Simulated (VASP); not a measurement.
# MoS2 (R3m) in VASP: a series of runs

Aim: see how the results for MoS2 move with the level of theory and the settings. Levels: PBE+D4, r2SCAN+rVV10, PBE, LDA. Tasks: single point, relaxation of cell and atoms.

All numbers are computed with VASP 6.6.1; they aren't measurements. Logs are shortened: lines on timing, memory, paths and dates and some standing lists are left out, and cuts for length are marked.

## (1) The cell of the first run

Symmetry: R3m, No. 160, trigonal system. Conventional cell: a = 3.157 Å, b = 3.157 Å, c = 18.112 Å, α = 90.00°, β = 90.00°, γ = 120.00°. Mo (site symmetry 3m) has 6 S at 2.40 Å and 6 Mo at 3.16 Å within 3.2 Å. S (site symmetry 3m) has 3 Mo at 2.40 Å and 7 S at 3.13 to 3.16 Å within 3.2 Å. Within 3.2 Å of S (site symmetry 3m) lie 3 Mo at 2.40 Å and 7 S at 3.13 to 3.16 Å.

## (2) Single point, PBE+D4

INCAR

```
PREC     = Accurate       # precision mode
ENCUT    = 520            # plane-wave cutoff, eV
EDIFF    = 1E-6           # SCF threshold, eV
ISMEAR   = -1             # smearing method
SIGMA    = 0.02           # smearing width, eV
LREAL    = False          # projectors in reciprocal space
LASPH    = True           # aspherical terms in the spheres
NELM     = 60             # most SCF steps
ALGO     = Normal         # electronic algorithm
ISIF     = 2              # what is computed and relaxed
LWAVE    = False          # write WAVECAR
LCHARG   = True           # write CHGCAR
GGA      = PE             # functional
IVDW     = 13             # dispersion correction
LELF     = True           # ELF
LVHAR    = True         
NBANDS   = 20             # bands
```

KPOINTS

```
Automatic mesh
0
Gamma
  8 8 8
```

POSCAR

```
MoS2
1.0
    1.5786601791      0.9114398794      6.0374846860
   -1.5786601791      0.9114398794      6.0374846860
    0.0000000000     -1.8228797588      6.0374846860
Mo S
1 2
Direct
    0.9997541146      0.9997541146      0.9997541146
    0.4193978264      0.4193978264      0.4193978264
    0.2468490591      0.2468490591      0.2468490591
```

Potentials or basis: VASP PAW PBE potentials, release 64 (Mo_sv, S).

On the command line:

```bash
> cat potpaw_PBE.64/Mo_sv/POTCAR potpaw_PBE.64/S/POTCAR > POTCAR
> mpirun -np 1 vasp_std > vasp.out
```

OUTCAR:

```text
PREC = Accurate
   ENCUT = 520
   EDIFF = 1E-6
   ISMEAR = -1
   LREAL = False
   LASPH = True
   NELM = 60
   ISIF = 2
   GGA = PE
   IVDW = 13

 ion  position               nearest neighbor table
   1  1.000  1.000  1.000-   3 2.40   3 2.40   3 2.40   2 2.40   2 2.40   2 2.40
   2  0.419  0.419  0.419-   1 2.40   1 2.40   1 2.40
   3  0.247  0.247  0.247-   1 2.40   1 2.40   1 2.40

  LATTYP: Found a trigonal (rhomboedric) cell.
 ALAT       =     6.3066720185
 COS(alpha) =     0.8746839168

  Lattice vectors:

 A1 = (   1.5786601791,   0.9114398794,   6.0374846860)
 A2 = (  -1.5786601791,   0.9114398794,   6.0374846860)
 A3 = (   0.0000000000,  -1.8228797588,   6.0374846860)

Analysis of symmetry for initial positions (statically):
=====================================================================
 Subroutine PRICEL returns:
 Original cell was already a primitive cell.

 Routine SETGRP: Setting up the symmetry group for a
 trigonal (rhombohedral) supercell.

 Subroutine GETGRP returns: Found  6 space group operations
 (whereof  6 operations were pure point group operations)
 out of a pool of 12 trial point group operations.

The static configuration has the point symmetry C_3v.

Analysis of symmetry for dynamics (positions and initial velocities):
=====================================================================
 Subroutine PRICEL returns:
 Original cell was already a primitive cell.

 Routine SETGRP: Setting up the symmetry group for a
 trigonal (rhombohedral) supercell.

 Subroutine GETGRP returns: Found  6 space group operations
 (whereof  6 operations were pure point group operations)
 out of a pool of 12 trial point group operations.

The dynamic configuration has the point symmetry C_3v.

 Subroutine INISYM returns: Found  6 space group operations
 (whereof  6 operations are pure point group operations),
 and found     1 'primitive' translations

----------------------------------------------------------------------------------------

                                     Primitive cell

  volume of cell :      52.1223

  direct lattice vectors                    reciprocal lattice vectors
     1.578660179  0.911439879  6.037484686     0.316724275  0.182860845  0.055210630
    -1.578660179  0.911439879  6.037484686    -0.316724275  0.182860845  0.055210630
     0.000000000 -1.822879759  6.037484686     0.000000000 -0.365721690  0.055210630

  length of vectors
     6.306672018  6.306672018  6.306672018     0.369865609  0.369865609  0.369865609

  position of ions in fractional coordinates (direct lattice)
     0.999754115  0.999754115  0.999754115
     0.419397826  0.419397826  0.419397826
     0.246849059  0.246849059  0.246849059

  ion indices of the primitive-cell ions
   primitive index   ion index
                 1           1
                 2           2
                 3           3

----------------------------------------------------------------------------------------

 KPOINTS: Automatic mesh

Automatic generation of k-mesh.
 Grid dimensions read from file:
 generate k-points for:    8    8    8

 Generating k-lattice:

  Cartesian coordinates                     Fractional coordinates (reciprocal lattice)
     0.039590534  0.022857606  0.006901329     0.125000000  0.000000000 -0.000000000
    -0.039590534  0.022857606  0.006901329     0.000000000  0.125000000 -0.000000000
     0.000000000 -0.045715211  0.006901329    -0.000000000 -0.000000000  0.125000000

  Length of vectors
     0.046233201  0.046233201  0.046233201

  Shift w.r.t. Gamma in fractional coordinates (k-lattice)
     0.000000000  0.000000000  0.000000000

 Subroutine IBZKPT returns following result:
 ===========================================

 Found     65 irreducible k-points:

 Following reciprocal coordinates:
            Coordinates               Weight
  0.000000  0.000000  0.000000      1.000000
  0.125000  0.000000  0.000000      6.000000
  0.250000  0.000000  0.000000      6.000000
  0.375000  0.000000  0.000000      6.000000
  0.500000  0.000000  0.000000      3.000000
  0.125000  0.125000  0.000000      6.000000
[... 16 lines left out ...]
  0.250000  0.125000  0.125000      6.000000
  0.375000  0.125000  0.125000      6.000000
 [... further k-points ...]
   k-points           NKPTS =     65   k-points in BZ     NKDIM =     65   number of bands    NBANDS=     20
   number of dos      NEDOS =    301   number of ions     NIONS =      3
   total plane-waves  NPLWV = 110592
   dimension x,y,z NGX =    48 NGY =   48 NGZ =   48
   dimension x,y,z NGXF=    96 NGYF=   96 NGZF=   96
   ions per type =               1   2
   NGX,Y,Z   is equivalent  to a cutoff of  12.65, 12.65, 12.65 a.u.
   NGXF,Y,Z  is equivalent  to a cutoff of  25.31, 25.31, 25.31 a.u.
 SYSTEM =  unknown system
   PREC   = accura    normal or accurate (medium, high low for compatibility)
   ISTART =      0    job   : 0-new  1-cont  2-samecut
   ICHARG =      2    charge: 1-file 2-atom 10-const
   ISPIN  =      1    spin polarized calculation?
   LNONCOLLINEAR =      F non collinear calculations
   LSORBIT =      F    spin-orbit coupling
   LASPH  =      T    aspherical Exc in radial PAW
   ENCUT  =  520.0 eV  38.22 Ry    6.18 a.u.  11.73 11.73 11.73*2*pi/ulx,y,z
   NELM   =     60;   NELMIN=  2; NELMDL= -5     # of ELM steps
   EDIFF  = 0.1E-05   stopping-criterion for ELM
   LREAL  =      F    real-space projection
   EDIFFG = 0.1E-04   stopping-criterion for IOM
   NSW    =      0    number of steps for IOM
   IBRION =     -1    ionic relax: 0-MD 1-quasi-New 2-CG
   NFREE  =      0    steps in history (QN), initial steepest desc. (CG)
   ISIF   =      2    stress and relaxation
   ISYM   =      2    0-nonsym 1-usesym 2-fastsym
   POTIM  = 0.5000    time-step for ionic-motion
   TEBEG  =    0.0;   TEEND  =   0.0 temperature during run
   PSTRESS=    0.0 pullay stress
   NELECT =      26.0000    total number of electrons
   NUPDOWN=      -1.0000    fix difference up-down
   EMIN   =  10.00;   EMAX   =-10.00  energy-range for DOS
   EFERMI =   0.00;   METHOD = LEGACY
   ISMEAR =    -1;   SIGMA  =   0.02  broadening in eV -4-tet -1-fermi 0-gaus
   EFERMI_NEDOS =   21; number of points for ismear=-14 and -15
   IALGO  =     38    algorithm
   IMIX   =      4    mixing-type and parameters
     AMIX     =   0.40;   BMIX     =  1.00
     AMIX_MAG =   1.60;   BMIX_MAG =  1.00
  volume/ion in A,a.u.               =      17.37       117.25
  Fermi-wavevector in a.u.,A,eV,Ry     =   1.298349  2.453523 22.935462  1.685709
  Thomas-Fermi vector in A             =   2.429683
   LORBIT       =      0    0 simple, 1 ext, 2 COOP (PROOUT), +10 PAW based schemes
   GGA     = PE    functional components
   LHFCALC =     F    Hartree Fock is set to
   AEXX    =    0.0000 exact exchange contribution
   IVDW    =    13    specifies the selected vdW correction
   LEPSILON=     F    determine dielectric tensor
   LRPA    =     F    only Hartree local field effects (RPA)
 non-spin polarized calculation
  energy-cutoff  :      520.00
  volume of cell :       52.12
 maximum number of plane-waves:      1420
   NGX = 23   NGY = 23   NGZ = 23

 number of electron      26.0000001 magnetization

 Free energy of the ion-electron system (eV)
  ---------------------------------------------------
  ext. energy  EPLUGINS =         0.00000000
  ---------------------------------------------------
  free energy    TOTEN  =       -21.77818984 eV

  energy without entropy =      -21.77818984  energy(sigma->0) =      -21.77818984

 E-fermi :   8.4358     XC(G=0): -10.9937

 val. band max:        7.9413909427   @ k =   0.5000   0.5000   0.5000
 cond. band min:       8.8742803055   @ k =  -0.2500   0.1250  -0.0000
 fundamental gap:      0.9328893628
 Fermi energy:         8.4358146290

 k-point     1 :       0.0000    0.0000    0.0000
  band No.  band energies     occupation
      1     -53.6450      2.00000
      2     -27.8065      2.00000
      3     -27.5708      2.00000
      4     -27.5708      2.00000
      5      -7.1941      2.00000
      6      -5.4331      2.00000
[... 12 lines left out ...]
     19      15.9593      0.00000
     20      16.8596      0.00000

 k-point     2 :       0.1250    0.0000    0.0000
  band No.  band energies     occupation
      1     -53.6389      2.00000
      2     -27.7946      2.00000
      3     -27.6315      2.00000
      4     -27.5846      2.00000
      5      -6.9526      2.00000
      6      -5.3603      2.00000
[... 12 lines left out ...]
     19      16.6508      0.00000
     20      16.9746      0.00000

 k-point     3 :       0.2500    0.0000    0.0000
  band No.  band energies     occupation
      1     -53.6242      2.00000
      2     -27.7755      2.00000
      3     -27.7657      2.00000
      4     -27.6177      2.00000
      5      -6.3087      2.00000
      6      -5.1669      2.00000
[... 12 lines left out ...]
     19      16.1256      0.00000
     20      16.9706      0.00000

 k-point     4 :       0.3750    0.0000    0.0000
  band No.  band energies     occupation
      1     -53.6094      2.00000
      2     -27.9163      2.00000
      3     -27.7366      2.00000
      4     -27.6505      2.00000
      5      -5.5297      2.00000
      6      -4.9451      2.00000
[... 12 lines left out ...]
     19      15.0564      0.00000
     20      15.4606      0.00000

 k-point     5 :       0.5000    0.0000    0.0000
  band No.  band energies     occupation
      1     -53.6033      2.00000
      2     -27.9738      2.00000
      3     -27.7246      2.00000
      4     -27.6641      2.00000
      5      -5.1324      2.00000
      6      -4.8519      2.00000
[... 12 lines left out ...]
     19      14.6110      0.00000
     20      15.3209      0.00000

 k-point     6 :       0.1250    0.1250    0.0000
  band No.  band energies     occupation
      1     -53.6390      2.00000
      2     -27.7946      2.00000
      3     -27.6315      2.00000
      4     -27.5846      2.00000
      5      -6.9403      2.00000
      6      -5.3827      2.00000
[... 12 lines left out ...]
     19      16.7076      0.00000
     20      16.9873      0.00000

 k-point     7 :       0.2500    0.1250    0.0000
  band No.  band energies     occupation
      1     -53.6285      2.00000
      2     -27.7742      2.00000
      3     -27.7270      2.00000
      4     -27.6148      2.00000
      5      -6.4859      2.00000
      6      -5.2617      2.00000
[... 12 lines left out ...]
     19      16.6373      0.00000
     20      17.0576      0.00000
[... 277 lines left out ...]
 k-point    20 :      -0.3750    0.3750    0.0000
  band No.  band energies     occupation
      1     -53.5989      2.00000
      2     -27.9045      2.00000
      3     -27.7875      2.00000
      4     -27.7161      2.00000
      5      -4.8177      2.00000
      6      -4.8047      2.00000
[... 12 lines left out ...]
     19      15.2884      0.00000
     20      16.6871      0.00000

 k-point    21 :       0.5000    0.5000    0.0000
  band No.  band energies     occupation
      1     -53.6033      2.00000
      2     -27.9738      2.00000
      3     -27.7246      2.00000
      4     -27.6641      2.00000
      5      -5.0103      2.00000
      6      -4.9902      2.00000
[... 12 lines left out ...]
     19      15.1461      0.00000
     20      15.9178      0.00000

 k-point    22 :       0.1250    0.1250    0.1250
  band No.  band energies     occupation
      1     -53.6450      2.00000
      2     -27.8065      2.00000
      3     -27.5708      2.00000
      4     -27.5708      2.00000
      5      -7.1567      2.00000
      6      -5.5044      2.00000
[... 12 lines left out ...]
     19      16.0398      0.00000
     20      17.0271      0.00000

 k-point    23 :       0.2500    0.1250    0.1250
  band No.  band energies     occupation
      1     -53.6389      2.00000
      2     -27.7946      2.00000
      3     -27.6315      2.00000
      4     -27.5846      2.00000
      5      -6.8934      2.00000
      6      -5.4648      2.00000
[... 12 lines left out ...]
     19      16.8025      0.00000
     20      17.0307      0.00000

 k-point    24 :       0.3750    0.1250    0.1250
  band No.  band energies     occupation
      1     -53.6242      2.00000
      2     -27.7755      2.00000
      3     -27.7657      2.00000
      4     -27.6177      2.00000
      5      -6.2395      2.00000
      6      -5.2687      2.00000
[... 12 lines left out ...]
     19      16.3543      0.00000
     20      16.6886      0.00000

 [... further k-points ...]

------------------------ aborting loop because EDIFF is reached ----------------------------------------

  DFT-D4 for vdW energy calculation

  Edisp (eV):   -1.31413

  FORCE on cell =-STRESS in cart. coord.  units (eV):
  Direction    XX          YY          ZZ          XY          YZ          ZX
  --------------------------------------------------------------------------------------
  -------------------------------------------------------------------------------------
  Total      -0.03597    -0.03597    -0.07175     0.00000     0.00000    -0.00000
  in kB      -1.10572    -1.10572    -2.20541     0.00000     0.00000    -0.00000
  external pressure =       -1.47 kB  Pullay stress =        0.00 kB

 VOLUME and BASIS-vectors are now :
 -----------------------------------------------------------------------------
  energy-cutoff  :      520.00
  volume of cell :       52.12
      direct lattice vectors                 reciprocal lattice vectors
     1.578660179  0.911439879  6.037484686     0.316724275  0.182860845  0.055210630
    -1.578660179  0.911439879  6.037484686    -0.316724275  0.182860845  0.055210630
     0.000000000 -1.822879759  6.037484686     0.000000000 -0.365721690  0.055210630

 POSITION                                       TOTAL-FORCE (eV/Angst)
 -----------------------------------------------------------------------------------
      0.00000      0.00000     18.10800         0.000000      0.000000      0.002671
      0.00000      0.00000      7.59632         0.000000     -0.000000     -0.027146
      0.00000      0.00000      4.47104         0.000000     -0.000000      0.024474
 -----------------------------------------------------------------------------------
    total drift:                                0.000000      0.000000      0.000070

  FREE ENERGIE OF THE ION-ELECTRON SYSTEM (eV)
  ---------------------------------------------------
  free  energy   TOTEN  =       -23.0923212522 eV

  energy  without entropy=      -23.0923212522  energy(sigma->0) =      -23.09232125
```

Run time: 3.5 min. Hardware: 1 thread of Intel Xeon Platinum 8375C at 2.90GHz (Ice Lake), shared host; peak memory 0.34 GiB.

Results:

```yaml
Free_energy: -23.0923 eV
Pressure: -0.1 GPa
Largest_force: 0.027 eV/Å
Band_gap_on_the_k_mesh: 0.93 eV (least direct gap 2.05 eV)
Dispersion_energy_per_atom: -0.438 eV
```

Forces on the atoms (eV/Å):
```
Mo   0.000  0.000  0.003
S    0.000  0.000 -0.027
S    0.000  0.000  0.024
```

Stress tensor (GPa, compression positive):
```
-0.11  0.00  0.00
 0.00 -0.11  0.00
 0.00  0.00 -0.22
```

A k mesh can miss the band edges.

## (3) Single point, r2SCAN+rVV10

This run uses another cell than the first one, of 18.03 Å³/atom.

POSCAR

```
MoS2
1.0
    1.5875903891      0.9165957385      6.1939349653
   -1.5875903891      0.9165957385      6.1939349653
    0.0000000000     -1.8331914770      6.1939349653
Mo S
1 2
Direct
    0.9997635220      0.9997635220      0.9997635220
    0.4167796975      0.4167796975      0.4167796975
    0.2494577807      0.2494577807      0.2494577807
```

INCAR.step1

```
PREC     = Accurate       # precision mode
ENCUT    = 520            # plane-wave cutoff, eV
ISMEAR   = -1             # smearing method
SIGMA    = 0.02           # smearing width, eV
LREAL    = False          # projectors in reciprocal space
LASPH    = True           # aspherical terms in the spheres
NELM     = 100            # most SCF steps
NBANDS   = 20             # bands
GGA      = PE             # functional
ALGO     = Normal         # electronic algorithm
EDIFF    = 1E-4           # SCF threshold, eV
LWAVE    = True           # write WAVECAR
LCHARG   = False          # write CHGCAR
```

INCAR.step2

```
PREC     = Accurate       # precision mode
ENCUT    = 520            # plane-wave cutoff, eV
EDIFF    = 1E-6           # SCF threshold, eV
ISMEAR   = -1             # smearing method
SIGMA    = 0.02           # smearing width, eV
LREAL    = False          # projectors in reciprocal space
LASPH    = True           # aspherical terms in the spheres
NELM     = 100            # most SCF steps
ALGO     = Normal         # electronic algorithm
ISIF     = 2              # what is computed and relaxed
LWAVE    = False          # write WAVECAR
LCHARG   = False          # write CHGCAR
METAGGA  = R2SCAN         # meta-GGA
LMIXTAU  = True         
LUSE_VDW = True         
IVDW_NL  = 2            
BPARAM   = 11.95        
CPARAM   = 0.0093       
NBANDS   = 20             # bands
ISTART   = 1
```

KPOINTS

```
regular mesh
0
Gamma
  8 8 8
```

Potentials or basis: VASP PAW PBE potentials, release 64 (Mo_sv, S).

On the command line:

```bash
> cat potpaw_PBE.64/Mo_sv/POTCAR potpaw_PBE.64/S/POTCAR > POTCAR
> cp INCAR.step1 INCAR
> mpirun -np 1 vasp_std > vasp.out
> cp INCAR.step2 INCAR
> mpirun -np 1 vasp_std > vasp.out
```

Wall time 16 min (1 thread of Intel Xeon Platinum 8375C at 2.90GHz (Ice Lake), shared host); peak memory 0.77 GiB.

It converged, with:

| Item | Value |
| --- | --- |
| Free energy | -44.5504 eV |
| Pressure | 0.2 GPa |
| Largest force | 0.016 eV/Å |
| Band gap on the k mesh | 1.14 eV (least direct gap 2.11 eV) |

Forces in eV/Å, atoms in the order of the input:
```
Mo   0.000  0.000 -0.001
S    0.000  0.000  0.016
S    0.000  0.000 -0.016
```

Stress tensor (GPa, compression positive):
```
0.21 0.00 0.00
0.00 0.21 0.00
0.00 0.00 0.11
```

Levels at points of the mesh, in eV from the valence-band top:
```
           k point  band 10  band 11  band 12  band 13  band 14  band 15  band 16  band 17
(0.00, 0.00, 0.00)    -2.39    -2.39    -1.37    -1.17     2.17     2.17     2.54     2.54
(0.50, 0.00, 0.00)    -4.16    -2.48    -1.75    -1.49     1.70     2.12     3.64     3.71
(0.50, 0.50, 0.00)    -4.08    -3.05    -1.93    -1.33     1.65     2.25     3.25     4.06
(0.50, 0.50, 0.50)    -3.54    -2.36    -2.36     0.00     2.26     2.26     2.41     2.41
```

Caveat: the PAW data sets were made with another functional, which shifts forces and pressure a little. A k mesh can miss the band edges.

(Continued in part 2 of 2.)
